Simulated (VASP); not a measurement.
Wanted: the native input for a VASP 6.6.1 run.

| Quantity | Value |
| --- | --- |
| Task | single point |
| Functional | BLYP |
| Potentials or basis | VASP PAW PBE potentials, release 64 (Rh_pv) |
| Cutoff | 520 eV |
| k mesh | 9 × 9 × 13 |
| Occupations | fermi-dirac, width 0.1 eV |
| Spin | no spin polarisation |
| Dipole correction | no |
| Further INCAR settings | ALGO = Normal; EDIFF = 1e-06; NBANDS = 30 |

The structure of Rh lies in POSCAR:

```
Rh
1.0
    4.3572828429      0.0000000000      0.0000000000
   -2.1786414215      3.7735176334      0.0000000000
    0.0000000000      0.0000000000      2.6764894026
Rh
3
Direct
    0.0000000000      0.0000000000      0.0000000000
    0.3333333333      0.6666666667      0.5000000000
    0.6666666667      0.3333333333      0.5000000000
```

This cell differs from its parent crystal: volume scaled by 0.96.

One way to write it, as run:

INCAR

```
PREC     = Accurate       # precision mode
ENCUT    = 520            # plane-wave cutoff, eV
EDIFF    = 1E-6           # SCF threshold, eV
ISMEAR   = -1             # smearing method
SIGMA    = 0.1            # smearing width, eV
LREAL    = False          # projectors in reciprocal space
LASPH    = True           # aspherical terms in the spheres
NELM     = 100            # most SCF steps
ALGO     = Normal         # electronic algorithm
ISIF     = 2              # what is computed and relaxed
LWAVE    = False          # write WAVECAR
LCHARG   = False          # write CHGCAR
GGA      = B5             # functional
ALDAX    = 1.0          
AGGAX    = 1.0          
AGGAC    = 1.0          
ALDAC    = 0.0          
NBANDS   = 30             # bands
```

KPOINTS

```
regular mesh
0
Gamma
  9 9 13
```

Potentials or basis: VASP PAW PBE potentials, release 64 (Rh_pv).

Run with:

```sh
$ cat potpaw_PBE.64/Rh_pv/POTCAR > POTCAR
$ mpirun -np 1 vasp_std > vasp.out
```

It gave:

```json
{"Pressure": "9.5 GPa"}
```

Caveat: the PAW data sets were made with another functional, which shifts forces and pressure a little.

It took 31 s on 1 thread of Intel(R) Xeon(R) 6975P-C (Granite Rapids) (shared host), peak memory 0.21 GiB.
